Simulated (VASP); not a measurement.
Input of a VASP 6.6.1 run:

The input INCAR:

```
ALGO = Normal
EDIFF = 1E-6
ENCUT = 520
GGA = PE
ISIF = 2
ISMEAR = 0
LASPH = True
LCHARG = False
LREAL = False
LWAVE = False
NBANDS = 11
NELM = 80
PREC = Accurate
SIGMA = 0.1
```

File KPOINTS:

```
k-points
0
Gamma
  6 6 6
```

POSCAR

```
MgS
1.0
    3.2735842834      0.0000000000      0.0000000000
    0.0000000000      3.2735842834      0.0000000000
    0.0000000000      0.0000000000      3.2735842834
Mg S
1 1
Direct
    0.0000000000      0.0000000000      0.0000000000
    0.5000000000      0.5000000000      0.5000000000
```

Potentials or basis: VASP PAW PBE potentials, release 64 (Mg, S).

The run is started by

```bash
$ cat potpaw_PBE.64/Mg/POTCAR potpaw_PBE.64/S/POTCAR > POTCAR
$ mpirun -np 1 vasp_std > vasp.out
```

Problem. What does it give for the pressure?

Solution. -0.4 GPa.
